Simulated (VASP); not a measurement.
# AlGa2P3 in VASP: further runs, part 3 of 3

VASP 6.6.1.

## 5. Single point, PBE

This run uses another cell than the first one: it holds 12 atoms, not 6.

File INCAR:

```
SYSTEM = AlGa2P3
PREC     = Accurate       ! precision mode
ENCUT    = 520            ! plane-wave cutoff, eV
EDIFF    = 1E-6           ! SCF threshold, eV
ISMEAR   = 0              ! smearing method
SIGMA    = 0.1            ! smearing width, eV
LREAL    = .False.        ! projectors in reciprocal space
LASPH    = .True.         ! aspherical terms in the spheres
NELM     = 60             ! most SCF steps
ALGO     = Normal         ! electronic algorithm
ISIF     = 2              ! what is computed and relaxed
LWAVE    = .False.        ! write WAVECAR
LCHARG   = .False.        ! write CHGCAR
GGA      = PE             ! functional
NBANDS   = 56             ! bands
```

File KPOINTS:

```
Automatic mesh
0
Gamma
  4 2 4
  0 0 0
```

File POSCAR:

```
AlGa2P3
1.0
   -0.0001703464     -3.9131876327      0.0005831127
    7.8239881277      0.0003987760     -0.0016825927
   -1.9564578408      1.9572759599      8.1930598739
Al Ga P
2 4 6
Direct
    0.5000861211      0.2499759008     -0.0000406244
    0.5001109219      0.7501181973      0.0001184387
    0.8332686507      0.4167570915      0.6668168486
    0.8333937787      0.9166474582      0.6666642357
    0.1667211902      0.0834302647      0.3333366823
    0.1665656597      0.5832725809      0.3332592052
    0.4170167059      0.4586054116      0.8343264124
    0.4171250772      0.9584789238      0.8341987991
    0.0828950954      0.2913494285      0.1656027487
    0.0829101220      0.7914591666      0.1657757838
    0.7500486711      0.1250195357      0.5000415913
    0.7498580058      0.6248860404      0.4998998786
```

Potentials or basis: VASP PAW PBE potentials, release 64 (Al, Ga_d, P).

On the command line:

```
$ cat potpaw_PBE.64/Al/POTCAR potpaw_PBE.64/Ga_d/POTCAR potpaw_PBE.64/P/POTCAR > POTCAR
$ mpirun -np 1 vasp_std > vasp.out
```

OUTCAR:

```text
SYSTEM = AlGa2P3
   PREC = Accurate
   ENCUT = 520
   EDIFF = 1E-6
   ISMEAR = 0
   LREAL = .False.
   LASPH = .True.
   NELM = 60
   ISIF = 2
   GGA = PE

 ion  position               nearest neighbor table
   1  0.500  0.250  1.000-   9 2.38   7 2.38   9 2.38   8 2.38
   2  0.500  0.750  0.000-  10 2.38   8 2.38  10 2.38   7 2.38
   3  0.833  0.417  0.667-  11 2.39  12 2.39   7 2.39   7 2.39
   4  0.833  0.917  0.667-  11 2.39  12 2.39   8 2.39   8 2.39
   5  0.167  0.083  0.333-  11 2.39  11 2.39   9 2.39  10 2.39
   6  0.167  0.583  0.333-  12 2.39  12 2.39   9 2.39  10 2.39
   7  0.417  0.459  0.834-   1 2.38   2 2.38   3 2.39   3 2.39
   8  0.417  0.958  0.834-   2 2.38   1 2.38   4 2.39   4 2.39
   9  0.083  0.291  0.166-   1 2.38   1 2.38   5 2.39   6 2.39
  10  0.083  0.791  0.166-   2 2.38   2 2.38   5 2.39   6 2.39
  11  0.750  0.125  0.500-   4 2.39   3 2.39   5 2.39   5 2.39
  12  0.750  0.625  0.500-   6 2.39   6 2.39   3 2.39   4 2.39

  LATTYP: Found a triclinic cell.
 ALAT       =     8.6481078697
 B/A-ratio  =     0.9047052184
 C/A-ratio  =     0.4524906186
 COS(alpha) =     0.0000945318
 COS(beta)  =     0.2263174565
[... 1383 lines left out ...]
     56       9.4636      0.00000

------------------------ aborting loop because EDIFF is reached ----------------------------------------

  FORCE on cell =-STRESS in cart. coord.  units (eV):
  Direction    XX          YY          ZZ          XY          YZ          ZX
  --------------------------------------------------------------------------------------
  -------------------------------------------------------------------------------------
  Total        0.0093885     -0.0354707     -0.0345464     -0.0055606      0.0033180      0.0181067
  in kB        0.0599667     -0.2265591     -0.2206558     -0.0355169      0.0211930      0.1156513
  external PRESSURE =      -0.1290828 kB  Pullay stress =       0.0000000 kB

 VOLUME and BASIS-vectors are now :
 -----------------------------------------------------------------------------
  energy-cutoff  :      520.00
  volume of cell :      250.84
      direct lattice vectors                 reciprocal lattice vectors
    -0.000170346 -3.913187633  0.000583113     0.000026154 -0.255537045  0.061052609
     7.823988128  0.000398776 -0.001682593     0.127818619 -0.000001016  0.030522629
    -1.956457841  1.957275960  8.193059874     0.000026248  0.000018187  0.122056444

 POSITION                                       TOTAL-FORCE (eV/Angst)
 -----------------------------------------------------------------------------------
     -0.00066      0.00037      8.19260        -0.001687      0.000714     -0.002624
      5.86860     -1.95650     -0.00000        -0.003503      0.000878     -0.003888
      1.95596     -1.95543      5.46306        -0.001687     -0.000207     -0.004638
      5.86740     -1.95601      5.46096        -0.002980      0.001274     -0.002331
      0.00057      0.00005      2.73100        -0.002661      0.000400      0.002465
      3.91148      0.00071      2.72953        -0.000231     -0.000013     -0.000085
      1.95573      0.00133      6.83516         0.002419     -0.001529      0.011864
      5.86698      0.00085      6.83327         0.002533     -0.000876      0.012135
      1.95551     -0.00014      1.35635         0.001455      0.000687     -0.006560
      5.86802      0.00034      1.35693         0.000945     -0.000117     -0.009817
     -0.00029     -1.95631      4.09710         0.002783     -0.000014     -0.001281
      3.91094     -1.95564      4.09510         0.002615     -0.001198      0.004760
 -----------------------------------------------------------------------------------
    total drift:                                0.000062      0.000050      0.000121

  FREE ENERGIE OF THE ION-ELECTRON SYSTEM (eV)
  ---------------------------------------------------
  free  energy   TOTEN  =       -57.0072831466 eV

  energy  without entropy=      -57.0072831466  energy(sigma->0) =      -57.00728315
```

OSZICAR:

```text
N       E                     dE             d eps       ncg     rms          rms(c)
DAV:   1     0.789016245298E+03    0.78902E+03   -0.37718E+04  2472   0.200E+03
DAV:   2     0.798761495444E+02   -0.70914E+03   -0.67820E+03  2440   0.590E+02
DAV:   3    -0.496525494831E+02   -0.12953E+03   -0.12481E+03  2664   0.169E+02
DAV:   4    -0.585501545186E+02   -0.88976E+01   -0.88358E+01  2952   0.455E+01
DAV:   5    -0.588103821077E+02   -0.26023E+00   -0.25986E+00  3216   0.774E+00    0.104E+01
DAV:   6    -0.571584434239E+02    0.16519E+01   -0.32342E+00  3384   0.149E+01    0.649E+00
DAV:   7    -0.570057392214E+02    0.15270E+00   -0.17148E+00  2712   0.408E+00    0.269E+00
DAV:   8    -0.570053791932E+02    0.36003E-03   -0.24008E-01  2992   0.415E+00    0.552E-01
DAV:   9    -0.570060410098E+02   -0.66182E-03   -0.29304E-02  3136   0.200E+00    0.155E-01
DAV:  10    -0.570067057660E+02   -0.66476E-03   -0.40288E-03  2992   0.588E-01    0.999E-02
DAV:  11    -0.570072293813E+02   -0.52362E-03   -0.83612E-04  2704   0.426E-01    0.322E-02
DAV:  12    -0.570072701742E+02   -0.40793E-04   -0.16125E-04  3128   0.171E-01    0.235E-02
DAV:  13    -0.570072807277E+02   -0.10554E-04   -0.59188E-05  2736   0.454E-02    0.136E-02
DAV:  14    -0.570072826871E+02   -0.19593E-05   -0.83203E-06  2520   0.431E-02    0.521E-03
DAV:  15    -0.570072831466E+02   -0.45957E-06   -0.21200E-06  2080   0.172E-02
   1 F= -.57007283E+02 E0= -.57007283E+02  d E =-.144786E-11
```

Wall time 6.8 min (1 thread of Oxide Virtual Turin-like, shared host); peak memory 0.43 GiB.

What came out:

- Free energy: -57.0073 eV
- Pressure: 0.0 GPa
- Largest force: 0.012 eV/Å
- Band gap on the k mesh: 1.61 eV

Forces on the atoms (eV/Å):
```
Al  -0.002  0.001 -0.003
Al  -0.004  0.001 -0.004
Ga  -0.002  0.000 -0.005
Ga  -0.003  0.001 -0.002
Ga  -0.003  0.000  0.002
Ga   0.000  0.000  0.000
P    0.002 -0.002  0.012
P    0.003 -0.001  0.012
P    0.001  0.001 -0.007
P    0.001  0.000 -0.010
P    0.003  0.000 -0.001
P    0.003 -0.001  0.005
```

## 6. Single point, PBE (19.00 Å³/atom)

This run uses another cell than the first one, of 19.00 Å³/atom.

File INCAR:

```
PREC = Accurate ; ENCUT = 520
EDIFF = 1E-6 ; ISMEAR = 0
SIGMA = 0.02 ; LREAL = F
LASPH = T ; NELM = 80
ALGO = Normal ; ISIF = 2
LWAVE = F ; LCHARG = F
GGA = PE ; NBANDS = 31
```

File KPOINTS:

```
Automatic mesh
0
Gamma
  10 10 10
```

File POSCAR:

```
AlGa2P3
1.0
   -1.8874636229      1.8874636229      7.9987359937
    1.8874636229     -1.8874636229      7.9987359937
    1.8874636229      1.8874636229     -7.9987359937
Al Ga P
1 2 3
Direct
    0.5000000000      0.5000000000      0.0000000000
    0.8332495072      0.8332495072      0.0000000000
    0.1667504928      0.1667504928      0.0000000000
    0.4168374428      0.9168374428      0.5000000000
    0.0831625572      0.5831625572      0.5000000000
    0.7500000000      0.2500000000      0.5000000000
```

Potentials or basis: VASP PAW PBE potentials, release 64 (Al, Ga_d, P).

On the command line:

```
$ cat potpaw_PBE.64/Al/POTCAR potpaw_PBE.64/Ga_d/POTCAR potpaw_PBE.64/P/POTCAR > POTCAR
$ mpirun -np 1 vasp_std > vasp.out
```

Run time: 44 min. Hardware: 1 thread of Oxide Virtual Turin-like, shared host; peak memory 0.75 GiB.

The run converged. Its results:

| Property | Result |
| --- | --- |
| Free energy | -28.3277 eV |
| Pressure | 9.0 GPa |
| Band gap on the k mesh | 1.47 eV (least direct gap 1.71 eV) |

Levels at points of the mesh, in eV from the valence-band top:
| k point | band 19 | band 20 | band 21 | band 22 | band 23 | band 24 | band 25 | band 26 |
| --- | --- | --- | --- | --- | --- | --- | --- | --- |
| (0.00, 0.00, 0.00) | -2.16 | -0.03 | 0.00 | 0.00 | 1.71 | 1.90 | 2.71 | 2.96 |
| (0.50, 0.00, 0.00) | -1.18 | -1.14 | -1.07 | -1.06 | 2.18 | 3.30 | 3.53 | 4.69 |
| (0.50, 0.50, 0.00) | -3.36 | -3.31 | -2.68 | -2.68 | 1.47 | 1.91 | 3.22 | 3.60 |
| (0.50, 0.50, 0.50) | -1.13 | -1.13 | -0.87 | -0.87 | 1.49 | 1.93 | 2.94 | 3.13 |

Caveat: the cell stands under pressure. A k mesh can miss the band edges.

## 7. Summary

```csv
cell,k mesh,smearing,gap on the mesh (eV),pressure (GPa)
"a = 8.525 Å, angles 154.1, 154.1, 36.9°, 6 atoms, atomic positions A",10 × 10 × 10,gaussian 0.02 eV,1.55,5.5
"a = 8.614 Å, angles 154.1, 154.1, 36.9°, 6 atoms, atomic positions A",10 × 10 × 10,gaussian 0.02 eV,1.61,2.5
"a = 8.338 Å, angles 154.1, 154.1, 36.9°, 6 atoms, atomic positions A",10 × 10 × 10,gaussian 0.02 eV,1.39,13.2
"a = 3.913, b = 7.824, c = 8.648 Å, angles 103.1, 103.1, 90.0°, 12 atoms, atomic positions B",4 × 2 × 4,gaussian 0.1 eV,1.61,0.0
"a = 8.432 Å, angles 154.1, 154.1, 36.9°, 6 atoms, atomic positions A",10 × 10 × 10,gaussian 0.02 eV,1.47,9.0
```

Alike in all rows: task single point; level PBE; potentials or basis VASP PAW PBE potentials, release 64 (Al, Ga_d, P); no spin polarisation; cutoff (eV) 520.

Caveats: the cell stands under pressure (at least some runs).

Absolute energies hang on the potentials; compare differences alone.
